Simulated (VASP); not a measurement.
Runs of VASP 6.6.1 on Si. The structure is that of space group Pmma (No. 51), or close to it. The cells are those of the table. 

| task | cell | k mesh | cutoff (eV) | gap on the mesh (eV) | pressure (GPa) | largest force (eV/Å) |
| --- | --- | --- | --- | --- | --- | --- |
| single point | a = 5.689, b = 5.792, c = 5.598 Å, 8 atoms | 8 × 6 × 8 | 520 | none | -0.1 | - |
| single point | a = 4.886, b = 6.199, c = 4.482 Å, 8 atoms | 4 × 4 × 4 | 520 | none | 27.9 | 3.46 |
| single point | a = 5.339, b = 6.384, c = 5.158 Å, 8 atoms | 4 × 4 × 4 | 520 | none | 0.1 | (a) |
| relaxation of cell and atoms | relaxed from a = 4.886, b = 6.199, c = 4.482 Å, 8 atoms | 4 × 4 × 4 | 600 | none | -0.1 | 0.03 |

Alike in all rows: level PBE; potentials or basis VASP PAW PBE potentials, release 64 (Si); no spin polarisation; smearing gaussian 0.1 eV.

Problem. Fill in the values left out.

Solution. (a) 0.04.

Caveats: forces of over 1 eV/Å act on the atoms, so gaps and moduli don't describe the material at rest (some runs).

A gap of «none» marks levels without a gap at the run's occupations.
